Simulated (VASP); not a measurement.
## GaN: single point with PBE

Crystal: GaN.

```
Ga N
1.0
     0.00000    2.10852    2.10852
     2.10852    0.00000    2.10852
     2.10852    2.10852    0.00000
Ga N
1 1
Direct
  0.50000 0.50000 0.50000
  0.00000 0.00000 0.00000
```

```json
{
 "Program": "VASP 6.6.1",
 "Task": "single point",
 "Functional": "PBE",
 "Potentials or basis": "VASP PAW PBE potentials, release 64 (Ga_d, N)",
 "Cutoff": "600 eV",
 "k mesh": "8 × 8 × 8",
 "Occupations": "methfessel-paxton, width 0.0935 eV",
 "Spin": "no spin polarisation",
 "Dipole correction": "no",
 "Further INCAR settings": "ALGO = Normal; EDIFF = 1e-06; NBANDS = 16"
}
```

The pressure is 8.9 GPa and the band gap on the k mesh is 0.65 eV, indirect (least direct gap 2.83 eV).

Levels at points of the mesh, in eV from the valence-band top:
```csv
k point,band 7,band 8,band 9,band 10,band 11,band 12
"(0.00, 0.00, 0.00)",-0.50,-0.50,-0.50,2.33,14.78,14.78
"(0.50, 0.00, 0.00)",-8.27,-0.15,-0.15,4.74,9.15,9.15
"(0.50, 0.50, 0.00)",-7.16,-3.05,-3.05,0.65,7.85,12.01
```

Wall time 12 s on 1 thread of Intel(R) Xeon(R) Platinum 8259CL CPU @ 2.50GHz (Skylake/Cascade Lake), on a shared host, peak memory 0.14 GiB.

A k mesh can miss the band edges. Expect the measured gap to be larger: semilocal functionals such as PBE lack the derivative discontinuity.
